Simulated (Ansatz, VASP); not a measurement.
Ge: VASP beside Ansatz

```
Ge
1.0
     4.02269    0.00000    0.00000
    -2.01134    3.48375    0.00000
     0.00000    0.00000   18.86852
Ge
4
Direct
  0.33333 0.66667 0.27476
  0.66667 0.33333 0.23849
  0.55556 0.44444 0.52408
  0.22222 0.77778 0.48781
```

Alike in both runs: task single point; functional PBE; dispersion D3(BJ); k mesh 9 × 9 × 1; occupations gaussian, width 0.1 eV; no spin polarisation.

|  | VASP | Ansatz |
| --- | --- | --- |
| version | VASP 6.6.1 | Ansatz 0.2.0 |
| potentials or method | VASP PAW PBE potentials, release 64 (Ge_d), cutoff 520 eV | scalar-relativistic, plane waves, PAW |
| valence electrons in the cell | 56 | 56 |

|  | VASP | Ansatz | Ansatz less VASP |
| --- | --- | --- | --- |
| gap on the k mesh at the Fermi level (eV) | 0.31 | 0.31 | 0.000 |
| least direct gap on the mesh (eV) | 0.31 | 0.31 | 0.000 |
| rms of the force components (eV/Å) | 0.062 | 0.062 | -0.0001 |

Atom by atom the forces differ by 0.000 eV/Å (rms over components).
